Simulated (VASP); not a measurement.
Wanted: the native input for a VASP 6.6.1 run.

- Task: single point
- Functional: LDA
- Potentials or basis: VASP PAW LDA potentials, release 64 (Na_pv, Ti_sv, O)
- Cutoff: 520 eV
- k mesh: 10 × 10 × 10
- Occupations: fermi-dirac, width 0.03 eV
- Spin: collinear spin
- Starting moments: [0.0, 1.0, 0.0, 0.0] μB
- Dipole correction: no
- Further INCAR settings: ALGO = Normal; EDIFF = 1e-07; NBANDS = 28

The structure of NaTiO2 lies in POSCAR:

```
NaTiO2
1.0
    1.3503292150      0.7796129358      4.8390616170
   -1.3503292150      0.7796129358      4.8390616170
    0.0000000000     -1.5592258716      4.8390616170
Na Ti O
1 1 2
Direct
    0.0000000000      0.0000000000      0.0000000000
    0.5000000000      0.5000000000      0.5000000000
    0.7638036100      0.7638036100      0.7638036100
    0.2361963900      0.2361963900      0.2361963900
```

These files were run (other wordings do the same):

INCAR

```
SYSTEM = NaTiO2
  PREC = Accurate
  ENCUT = 520
  EDIFF = 1E-7
  ISMEAR = -1
  SIGMA = 0.03
  LREAL = .False.
  LASPH = .True.
  NELM = 150
  ALGO = Normal
  ISIF = 2
  LWAVE = .False.
  LCHARG = .False.
  ISPIN = 2
  MAGMOM = 0 1 0 0
  LORBIT = 11
  LMAXMIX = 4
  NBANDS = 28
```

KPOINTS

```
regular mesh
0
Gamma
  10 10 10
  0 0 0
```

Potentials or basis: VASP PAW LDA potentials, release 64 (Na_pv, Ti_sv, O).

Run with:

```sh
$ cat potpaw_LDA.64/Na_pv/POTCAR potpaw_LDA.64/Ti_sv/POTCAR potpaw_LDA.64/O/POTCAR > POTCAR
$ mpirun -np 1 vasp_std > vasp.out
```

It gave:

- Pressure: 92.9 GPa
- Largest force: 4.583 eV/Å
- Net moment: 0.00 μB per cell
- Valence electrons inside the program's atomic spheres: Na 6.21; Ti 11.11; O 5.22

Caveat: the cell stands under pressure; forces of over 1 eV/Å act on the atoms, so gaps and moduli don't describe the material at rest.

Wall time 7.2 min on 1 thread of AMD EPYC 9R45 96-Core Processor (Zen 5), on a shared host, peak memory 0.28 GiB.
